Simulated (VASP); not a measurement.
Here is a VASP 6.6.1 calculation.

File INCAR:

```
SYSTEM = C
  ALGO = Normal
  EDIFF = 1E-6
  ENCUT = 910
  GGA = CA
  GGA_COMPAT = .False.
  ISIF = 2
  ISMEAR = 0
  LASPH = .True.
  LCHARG = .True.
  LELF = .True.
  LREAL = .False.
  LVHAR = .True.
  LWAVE = .False.
  NBANDS = 11
  NELM = 120
  PREC = Accurate
  SIGMA = 0.1
```

KPOINTS

```
k-points
0
Gamma
  8 8 8
  0 0 0
```

Contents of POSCAR:

```
C
1.0
    0.0000000000      1.7834000000      1.7834000000
    1.7834000000      0.0000000000      1.7834000000
    1.7834000000      1.7834000000      0.0000000000
C
2
Direct
    0.5000000000      0.5000000000      0.5000000000
    0.7500000000      0.7500000000      0.7500000000
```

Potentials or basis: VASP PAW LDA potentials, release 64 (C_h).

Launch:

```console
$ cat potpaw_LDA.64/C_h/POTCAR > POTCAR
$ mpirun -np 1 vasp_std > vasp.out
```

(1) Estimate the pressure.

(2) Estimate the band gap on the k mesh.

Results:

(1) -12.5 GPa.

(2) 4.10 eV, indirect (least direct gap 5.54 eV).

Caveat: the cutoff is under 1.25 times the usual one of these potentials, so pressure, stress and relaxed cells hold a basis-set (Pulay) error.
